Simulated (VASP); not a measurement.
Crystal: CaSe.

```
CELL_PARAMETERS angstrom
3.63067 -0.00412 -0.00412
-0.00412 3.63067 -0.00412
-0.00412 -0.00412 3.63067
ATOMIC_POSITIONS crystal
Ca 0.00000 0.00000 0.00000
Se 0.50000 0.50000 0.50000
```

This cell differs from its parent crystal: strain along [111] -0.3%.

Base run:

| Quantity | Value |
| --- | --- |
| Program | VASP 6.6.1 |
| Functional | r2SCAN |
| Potentials or basis | VASP PAW PBE potentials, release 64 (Ca_sv, Se) |
| Cutoff | 520 eV |
| k mesh | 8 × 8 × 8 |
| Occupations | gaussian, width 0.01 eV |
| Spin | no spin polarisation |

Its results: band gap on the k mesh 1.24 eV, direct; pressure 0.4 GPa.

Problem. The run is repeated on the same cell with these changes: functional from r2SCAN to PBE; occupations from gaussian, width 0.01 eV to fermi-dirac, width 0.02 eV. What comes out?

Solution. Band gap on the k mesh 0.76 eV, direct; pressure 1.0 GPa.

Caveats: the PAW data sets were made with another functional, which shifts forces and pressure a little (some runs).

A k mesh can miss the band edges.
